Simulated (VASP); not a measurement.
A run of VASP 6.6.1 is set up as follows.

The input POSCAR:

```
Br
1.0
    4.5976000000      0.0000000000      0.0000000000
    0.0000000000      4.5976000000      0.0000000000
    0.0000000000      0.0000000000      4.5976000000
Br
3
Direct
    0.5000000000      0.0000000000      0.0000000000
    0.0000000000      0.5000000000      0.0000000000
    0.0000000000      0.0000000000      0.5000000000
```

The input INCAR.step1:

```
SYSTEM = Br
PREC     = Accurate       ! precision mode
ENCUT    = 520            ! plane-wave cutoff, eV
ISMEAR   = -1             ! smearing method
SIGMA    = 0.1            ! smearing width, eV
LREAL    = .FALSE.        ! projectors in reciprocal space
LASPH    = .TRUE.         ! aspherical terms in the spheres
NELM     = 80             ! most SCF steps
NBANDS   = 18             ! bands
GGA      = PE             ! functional
ALGO     = Normal         ! electronic algorithm
EDIFF    = 1E-4           ! SCF threshold, eV
LWAVE    = .TRUE.         ! write WAVECAR
LCHARG   = .FALSE.        ! write CHGCAR
```

File INCAR.step2:

```
SYSTEM = Br
PREC     = Accurate       ! precision mode
ENCUT    = 520            ! plane-wave cutoff, eV
EDIFF    = 1E-6           ! SCF threshold, eV
ISMEAR   = -1             ! smearing method
SIGMA    = 0.1            ! smearing width, eV
LREAL    = .FALSE.        ! projectors in reciprocal space
LASPH    = .TRUE.         ! aspherical terms in the spheres
NELM     = 80             ! most SCF steps
ALGO     = Normal         ! electronic algorithm
ISIF     = 2              ! what is computed and relaxed
LWAVE    = .FALSE.        ! write WAVECAR
LCHARG   = .TRUE.         ! write CHGCAR
METAGGA  = R2SCAN         ! meta-GGA
LMIXTAU  = .TRUE.       
LELF     = .TRUE.         ! ELF
LVHAR    = .TRUE.       
NBANDS   = 18             ! bands
ISTART   = 1
```

File KPOINTS:

```
Automatic mesh
0
G
  5 5 5
  0 0 0
```

Potentials or basis: VASP PAW PBE potentials, release 64 (Br).

The run is started by

```bash
$ cat potpaw_PBE.64/Br/POTCAR > POTCAR
$ cp INCAR.step1 INCAR
$ mpirun -np 1 vasp_std > vasp.out
$ cp INCAR.step2 INCAR
$ mpirun -np 1 vasp_std > vasp.out
```

Question: Predict the pressure.

Answer: -0.8 GPa.

Caveat: the PAW data sets were made with another functional, which shifts forces and pressure a little; an odd number of electrons without spin polarisation forces a metal; a magnetic or distorted state may lie lower.
